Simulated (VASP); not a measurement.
Input of a VASP 6.6.1 run:

The input INCAR:

```
SYSTEM = Pb
  PREC = Accurate
  ENCUT = 520
  EDIFF = 1E-7
  ISMEAR = -5
  SIGMA = 0.05
  LREAL = .False.
  LASPH = .True.
  NELM = 150
  ALGO = Normal
  ISIF = 2
  LWAVE = .False.
  LCHARG = .True.
  ISPIN = 2
  MAGMOM = 1
  LORBIT = 11
  NUPDOWN = 1.0
  GGA = RP
  LELF = .True.
  LVHAR = .True.
  NBANDS = 17
```

KPOINTS

```
regular mesh
0
Gamma
  9 9 9
  0 0 0
```

Contents of POSCAR:

```
Pb
1.0
   -1.9796595667      1.9796595667      1.9796595667
    1.9796595667     -1.9796595667      1.9796595667
    1.9796595667      1.9796595667     -1.9796595667
Pb
1
Direct
    0.0000000000      0.0000000000      0.0000000000
```

Potentials or basis: VASP PAW PBE potentials, release 64 (Pb_d).

Run with:

```sh
$ cat potpaw_PBE.64/Pb_d/POTCAR > POTCAR
$ mpirun -np 1 vasp_std > vasp.out
```

(1) Estimate the pressure.

Answers

(1) 6.2 GPa.

Caveat: the PAW data sets were made with another functional, which shifts forces and pressure a little; the total moment is fixed, so each spin has its own Fermi level.
